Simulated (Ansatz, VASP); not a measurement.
**Two plane-wave programs on Sb**

File INCAR:

```
SYSTEM = Sb
PREC = Accurate ; ENCUT = 520
EDIFF = 1E-7 ; ISMEAR = -1
SIGMA = 0.1 ; LREAL = .False.
LASPH = .True. ; NELM = 80
ALGO = Normal ; ISIF = 2
LWAVE = .False. ; LCHARG = .True.
GGA = PE ; LELF = .True.
LVHAR = .True. ; NBANDS = 12
```

File KPOINTS:

```
Automatic mesh
0
Gamma
  12 12 7
  0 0 0
```

Contents of POSCAR:

```
Sb
1.0
    3.3232213617      0.0000000000      0.0000000000
   -1.6616106809      2.8779941216      0.0000000000
    0.0000000000      0.0000000000      5.5029697653
Sb
2
Direct
    0.3333333333      0.6666666667      0.2500000000
    0.6666666667      0.3333333333      0.7500000000
```

Input for Ansatz:

```yaml
crystal:
  lattice:
    - [3.3232213617, 0.0, 0.0]
    - [-1.6616106809, 2.8779941216, 0.0]
    - [0.0, 0.0, 5.5029697653]
  atoms:
    - { symbol: Sb, position: [0.3333333333, 0.6666666667, 0.25] }
    - { symbol: Sb, position: [0.6666666667, 0.3333333333, 0.75] }
hamiltonian:
  xc: pbe
  pseudopotentials:
    kind: paw
    azcp:
      Sb: "pseudopotentials/Sb.paw.azcp"
basis:
  ecutwfc: 420
  fft_grid_basis: typed
kpoints:
  mp_grid: { grid: [12, 12, 7], shift: [0, 0, 0] }
magnetization:
  spin_polarized: false
scf:
  occupations: { method: fermi_dirac, width: 0.1 }
  lower_state_search: "off"
output:
  stress: true
  write_density: true
  write_potential: true
  elf: true
  volumetric_format: npy
```

Alike in both runs: task single point; functional PBE; k mesh 12 × 12 × 7; occupations fermi-dirac, width 0.1 eV; no spin polarisation.

```csv
,VASP,Ansatz
version,VASP 6.6.1,Ansatz 0.2.0
potentials or method,"VASP PAW PBE potentials, release 64 (Sb), cutoff 520 eV","plane waves (420 eV) with PAW, scalar-relativistic"
valence electrons in the cell,10,30
```

```tsv
	VASP	Ansatz	Ansatz less VASP
pressure (GPa)	2.7	2.8	+0.14
traceless stress, the component that is largest in VASP (GPa)	-0.62	-0.61	+0.014
```

VASP's potentials hold 10 valence electrons a cell and Ansatz's 30, so a difference there can come from the potentials and not from the codes.

Spin-orbit coupling is off throughout.
